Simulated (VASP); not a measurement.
Here is a VASP 6.6.1 calculation.

File INCAR:

```
SYSTEM = Zn
  PREC = Accurate
  ENCUT = 520
  EDIFF = 1E-6
  ISMEAR = -1
  SIGMA = 0.1
  LREAL = .FALSE.
  LASPH = .TRUE.
  NELM = 100
  ALGO = Normal
  ISIF = 2
  LWAVE = .FALSE.
  LCHARG = .FALSE.
  NBANDS = 25
```

KPOINTS

```
Automatic mesh
0
G
  10 10 14
  0 0 0
```

Contents of POSCAR:

```
Zn
1.0
    4.1096195289      0.0000000000      0.0000000000
   -2.0548097644      3.5590349119      0.0000000000
    0.0000000000      0.0000000000      2.5032311014
Zn
3
Direct
    1.0000000000      1.0000000000      0.0000000000
    0.3333333333      0.6666666667      0.5000000000
    0.6666666667      0.3333333333      0.5000000000
```

Potentials or basis: VASP PAW LDA potentials, release 64 (Zn).

Command:

```bash
$ cat potpaw_LDA.64/Zn/POTCAR > POTCAR
$ mpirun -np 1 vasp_std > vasp.out
```

(1) What does it give for the pressure?

(2) What does it give for the band gap on the k mesh?

Results:

(1) 17.6 GPa.

(2) zero (band 18 reaches 9.50 eV, above the bottom of band 19 at 3.84 eV).
